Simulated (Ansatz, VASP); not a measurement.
# Two plane-wave programs on C

```
CELL_PARAMETERS angstrom
3.44462 0.00000 0.00000
0.00000 3.44462 0.00000
0.00000 0.00000 4.43702
ATOMIC_POSITIONS crystal
C 0.19909 0.50000 0.00000
C 0.80091 0.50000 0.00000
C 0.50000 0.19909 0.00000
C 0.50000 0.80091 0.00000
```

Alike in both runs: task relaxation of cell and atoms; functional PBE; k mesh 14 × 14 × 10; occupations gaussian, width 0.1 eV; no spin polarisation.

```csv
,VASP,Ansatz
version,VASP 6.6.1,Ansatz 0.2.0
potentials or method,"VASP PAW PBE potentials, release 64 (C_h), cutoff 910 eV","scalar-relativistic, plane waves, PAW"
valence electrons in the cell,16,16
```

VASP gave:

```
gap on the k mesh at the Fermi level, each at its own relaxed structure (eV) : none
relaxed volume (Å³/atom)                                                     : 13.06
relaxed length of the cell vector where the two differ most in proportion (Å)              : 4.406
```

Q: What did Ansatz give for the same quantities?

A: gap on the k mesh at the Fermi level, each at its own relaxed structure (eV): none; relaxed volume (Å³/atom): 13.16; relaxed length of the cell vector where the two differ most in proportion (Å): 4.437.

A gap of «none» marks a metal or a gap that the smearing closes.

Noted on VASP's run: the cutoff is under 1.25 times that of the potentials, so the pressure is a little rough.
